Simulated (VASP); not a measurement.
# AlN (Fm-3m) in VASP: further runs

Runs on AlN. Level: PBE. Tasks: single point.

Program: VASP 6.6.1. These are calculated values, not measurements. Logs are shortened: lines on timing, memory, paths and dates and some standing lists are left out, and cuts for length are marked.

**1. The cell of the first run**

It takes space group Fm-3m (No. 225, cubic). Conventional cell: a = 4.038 Å, b = 4.038 Å, c = 4.038 Å, α = 90.00°, β = 90.00°, γ = 90.00°. Al (site symmetry m-3m) has 6 N at 2.02 Å within 2.7 Å. Within 2.7 Å of N (site symmetry m-3m) lie 6 Al at 2.02 Å.

**2. Single point, PBE**

INCAR reads:

```
SYSTEM = AlN
PREC = Accurate
ENCUT = 520
EDIFF = 1E-7
ISMEAR = 0
SIGMA = 0.01
LREAL = .False.
LASPH = .True.
NELM = 60
ALGO = Normal
ISIF = 2
LWAVE = .False.
LCHARG = .False.
GGA = PE
NBANDS = 11
```

KPOINTS reads:

```
regular mesh
0
Gamma
  8 8 8
  0 0 0
```

POSCAR reads:

```
AlN
1.0
    0.0000000000      2.0188684450      2.0188684450
    2.0188684450      0.0000000000      2.0188684450
    2.0188684450      2.0188684450      0.0000000000
Al N
1 1
Direct
    0.0000000000      0.0000000000      0.0000000000
    0.5000000000      0.5000000000      0.5000000000
```

Potentials or basis: VASP PAW PBE potentials, release 64 (Al, N).

Started as:

```console
$ cat potpaw_PBE.64/Al/POTCAR potpaw_PBE.64/N/POTCAR > POTCAR
$ mpirun -np 1 vasp_std > vasp.out
```

OUTCAR:

```text
SYSTEM = AlN
   PREC = Accurate
   ENCUT = 520
   EDIFF = 1E-7
   ISMEAR = 0
   LREAL = .False.
   LASPH = .True.
   NELM = 60
   ISIF = 2
   GGA = PE

 ion  position               nearest neighbor table
   1  0.000  0.000  0.000-   2 2.02   2 2.02   2 2.02   2 2.02   2 2.02   2 2.02
   2  0.500  0.500  0.500-   1 2.02   1 2.02   1 2.02   1 2.02   1 2.02   1 2.02

  LATTYP: Found a face centered cubic cell.
 ALAT       =     4.0377368900

  Lattice vectors:

 A1 = (   0.0000000000,   2.0188684450,   2.0188684450)
 A2 = (   2.0188684450,   0.0000000000,   2.0188684450)
 A3 = (   2.0188684450,   2.0188684450,   0.0000000000)

Analysis of symmetry for initial positions (statically):
=====================================================================
 Subroutine PRICEL returns:
 Original cell was already a primitive cell.

 Routine SETGRP: Setting up the symmetry group for a
 face centered cubic supercell.

 Subroutine GETGRP returns: Found 48 space group operations
 (whereof 48 operations were pure point group operations)
 out of a pool of 48 trial point group operations.

The static configuration has the point symmetry O_h .

Analysis of symmetry for dynamics (positions and initial velocities):
=====================================================================
 Subroutine PRICEL returns:
 Original cell was already a primitive cell.

 Routine SETGRP: Setting up the symmetry group for a
 face centered cubic supercell.

 Subroutine GETGRP returns: Found 48 space group operations
 (whereof 48 operations were pure point group operations)
 out of a pool of 48 trial point group operations.

The dynamic configuration has the point symmetry O_h .

 Subroutine INISYM returns: Found 48 space group operations
 (whereof 48 operations are pure point group operations),
 and found     1 'primitive' translations

----------------------------------------------------------------------------------------

                                     Primitive cell

  volume of cell :      16.4571

  direct lattice vectors                    reciprocal lattice vectors
     0.000000000  2.018868445  2.018868445    -0.247663488  0.247663488  0.247663488
     2.018868445  0.000000000  2.018868445     0.247663488 -0.247663488  0.247663488
     2.018868445  2.018868445  0.000000000     0.247663488  0.247663488 -0.247663488

  length of vectors
     2.855111136  2.855111136  2.855111136     0.428965744  0.428965744  0.428965744

  position of ions in fractional coordinates (direct lattice)
     0.000000000  0.000000000  0.000000000
     0.500000000  0.500000000  0.500000000

[... 81 lines left out ...]
   NFREE  =      0    steps in history (QN), initial steepest desc. (CG)
   ISIF   =      2    stress and relaxation
   ISYM   =      2    0-nonsym 1-usesym 2-fastsym
   POTIM  = 0.5000    time-step for ionic-motion
   TEBEG  =    0.0;   TEEND  =   0.0 temperature during run
   PSTRESS=    0.0 pullay stress
   NELECT =       8.0000    total number of electrons
   NUPDOWN=      -1.0000    fix difference up-down
   EMIN   =  10.00;   EMAX   =-10.00  energy-range for DOS
   EFERMI =   0.00;   METHOD = LEGACY
   ISMEAR =     0;   SIGMA  =   0.01  broadening in eV -4-tet -1-fermi 0-gaus
   EFERMI_NEDOS =   21; number of points for ismear=-14 and -15
   IALGO  =     38    algorithm
   IMIX   =      4    mixing-type and parameters
     AMIX     =   0.40;   BMIX     =  1.00
     AMIX_MAG =   1.60;   BMIX_MAG =  1.00
  volume/ion in A,a.u.               =       8.23        55.53
  Fermi-wavevector in a.u.,A,eV,Ry     =   1.287222  2.432497 22.544046  1.656941
  Thomas-Fermi vector in A             =   2.419249
   LORBIT       =      0    0 simple, 1 ext, 2 COOP (PROOUT), +10 PAW based schemes
   GGA     = PE    functional components
   LHFCALC =     F    Hartree Fock is set to
   AEXX    =    0.0000 exact exchange contribution
   IVDW    =     0    specifies the selected vdW correction
   LEPSILON=     F    determine dielectric tensor
   LRPA    =     F    only Hartree local field effects (RPA)
 non-spin polarized calculation
 Gauss-broadening in eV      SIGMA  =   0.01
  energy-cutoff  :      520.00
  volume of cell :       16.46
 maximum number of plane-waves:       459
 NGX is ok and might be reduce to    24
   NGX = 11   NGY = 11   NGZ = 11

 number of electron       7.9999999 magnetization

 Free energy of the ion-electron system (eV)
  ---------------------------------------------------
  ext. energy  EPLUGINS =         0.00000000
  ---------------------------------------------------
  free energy    TOTEN  =       -14.53800321 eV

  energy without entropy =      -14.53800321  energy(sigma->0) =      -14.53800321

 E-fermi :  10.1293     XC(G=0): -12.3045

 val. band max:       10.0167481162   @ k =   0.0000   0.0000   0.0000
 cond. band min:      14.6620827613   @ k =   0.5000   0.5000   0.0000
 fundamental gap:      4.6453346450
 Fermi energy:        10.1293036657

 k-point     1 :       0.0000    0.0000    0.0000
  band No.  band energies     occupation
      1      -7.5732      2.00000
      2      10.0167      2.00000
      3      10.0167      2.00000
      4      10.0167      2.00000
      5      15.7548      0.00000
      6      22.1970      0.00000
      7      22.1970      0.00000
      8      22.1970      0.00000
      9      27.3490      0.00000
     10      27.8364      0.00000
     11      27.8364      0.00000
[... 309 lines left out ...]
 k-point    24 :      -0.3750    0.2500    0.1250
  band No.  band energies     occupation
      1      -3.7947      2.00000
      2       2.5723      2.00000
      3       6.3041      2.00000
      4       8.0276      2.00000
      5      18.4751      0.00000
      6      18.6117      0.00000
      7      22.3718      0.00000
      8      22.8491      0.00000
      9      28.2117      0.00000
     10      29.1275      0.00000
     11      32.5364      0.00000

 [... further k-points ...]
[... 5 lines left out ...]
  --------------------------------------------------------------------------------------
  -------------------------------------------------------------------------------------
  Total        0.6289757      0.6289757      0.6289757      0.0000000     -0.0000000      0.0000000
  in kB       61.2336888     61.2336888     61.2336888      0.0000000     -0.0000000      0.0000000
  external PRESSURE =      61.2336888 kB  Pullay stress =       0.0000000 kB

 VOLUME and BASIS-vectors are now :
 -----------------------------------------------------------------------------
  energy-cutoff  :      520.00
  volume of cell :       16.46
      direct lattice vectors                 reciprocal lattice vectors
     0.000000000  2.018868445  2.018868445    -0.247663488  0.247663488  0.247663488
     2.018868445  0.000000000  2.018868445     0.247663488 -0.247663488  0.247663488
     2.018868445  2.018868445  0.000000000     0.247663488  0.247663488 -0.247663488

 POSITION                                       TOTAL-FORCE (eV/Angst)
 -----------------------------------------------------------------------------------
      0.00000      0.00000      0.00000         0.000000     -0.000000      0.000000
      2.01887      2.01887      2.01887        -0.000000      0.000000      0.000000
 -----------------------------------------------------------------------------------
    total drift:                               -0.000000     -0.000000      0.000000

  FREE ENERGIE OF THE ION-ELECTRON SYSTEM (eV)
  ---------------------------------------------------
  free  energy   TOTEN  =       -14.5380032059 eV

  energy  without entropy=      -14.5380032059  energy(sigma->0) =      -14.53800321
```

stdout:

```text
POSCAR found type information on POSCAR AlN
 POSCAR found :  2 types and       2 ions
 scaLAPACK will be used
 LDA part: xc-table for (Slater+PW92), standard interpolation
 POSCAR, INCAR and KPOINTS ok, starting setup
 FFT: planning ... GRIDC
 FFT: planning ... GRID_SOFT
 FFT: planning ... GRID
 WAVECAR not read
 entering main loop
```

It took 10 s on 1 thread of Intel Xeon 8259CL, shared host; peak memory 0.13 GiB.

What came out:

```
Free energy            : -14.5380 eV
Pressure               : 6.1 GPa
Band gap on the k mesh : 4.65 eV (least direct gap 5.74 eV)
```

Levels at points of the mesh, in eV from the valence-band top:
```
           k point  band 1  band 2  band 3  band 4  band 5  band 6  band 7  band 8
(0.00, 0.00, 0.00)  -17.59    0.00    0.00    0.00    5.74   12.18   12.18   12.18
(0.50, 0.00, 0.00)  -14.31   -8.33   -1.08   -1.08    6.16   11.03   11.03   13.36
(0.50, 0.50, 0.00)  -13.33   -7.41   -2.81   -2.81    4.65    5.30   14.10   17.31
```

Caveat: the cell stands under pressure. A k mesh can miss the band edges.

**3. Single point, PBE**

INCAR reads:

```
PREC = Accurate
ENCUT = 520
EDIFF = 1E-6
ISMEAR = 0
SIGMA = 0.01
LREAL = False
LASPH = True
NELM = 100
ALGO = Normal
ISIF = 2
LWAVE = False
LCHARG = True
GGA = PE
LELF = True
LVHAR = True
NBANDS = 11
```

KPOINTS reads:

```
Automatic mesh
0
Gamma
  8 8 8
```

POSCAR is that of step 2.

Potentials or basis: VASP PAW PBE potentials, release 64 (Al, N).

Started as:

```console
$ cat potpaw_PBE.64/Al/POTCAR potpaw_PBE.64/N/POTCAR > POTCAR
$ mpirun -np 1 vasp_std > vasp.out
```

Run time: 10 s. Hardware: 1 thread of Intel Xeon 8259CL, shared host; peak memory 0.13 GiB.

The run converged. Its results:

| Property | Result |
| --- | --- |
| Free energy | -14.5380 eV |
| Pressure | 6.1 GPa |
| Band gap on the k mesh | 4.65 eV (least direct gap 5.74 eV) |

Levels at points of the mesh, in eV from the valence-band top:
```
           k point  band 2  band 3  band 4  band 5  band 6  band 7
(0.00, 0.00, 0.00)    0.00    0.00    0.00    5.74   12.18   12.18
(0.50, 0.00, 0.00)   -8.33   -1.08   -1.08    6.16   11.03   11.03
(0.50, 0.50, 0.00)   -7.41   -2.81   -2.81    4.65    5.30   14.10
```

Caveat: the cell stands under pressure.

**4. Single point, PBE**

Edit INCAR of step 3 so:

```diff
@@ -2,3 +2,3 @@
 ENCUT = 520
-EDIFF = 1E-6
+EDIFF = 1E-7
 ISMEAR = 0
@@ -7,3 +7,3 @@
 LASPH = True
-NELM = 100
+NELM = 60
 ALGO = Normal
```

KPOINTS reads:

```
Automatic mesh
0
Gamma
  10 10 10
```

POSCAR is that of step 3.

Started as:

```console
$ cat potpaw_PBE.64/Al/POTCAR potpaw_PBE.64/N/POTCAR > POTCAR
$ mpirun -np 1 vasp_std > vasp.out
```

Wall time 16 s (1 thread of Intel Xeon 8259CL, shared host); peak memory 0.14 GiB.

Results (log left out):

| Property | Result |
| --- | --- |
| Free energy | -14.5384 eV |
| Pressure | 6.1 GPa |
| Band gap on the k mesh | 4.65 eV (least direct gap 5.74 eV) |

Levels at points of the mesh, in eV from the valence-band top:
```tsv
k point	band 2	band 3	band 4	band 5	band 6	band 7
(0.00, 0.00, 0.00)	0.00	0.00	0.00	5.74	12.18	12.18
(0.50, 0.00, 0.00)	-8.33	-1.08	-1.08	6.16	11.03	11.03
(0.50, 0.50, 0.00)	-7.41	-2.81	-2.81	4.65	5.30	14.10
```

Caveat: the cell stands under pressure.
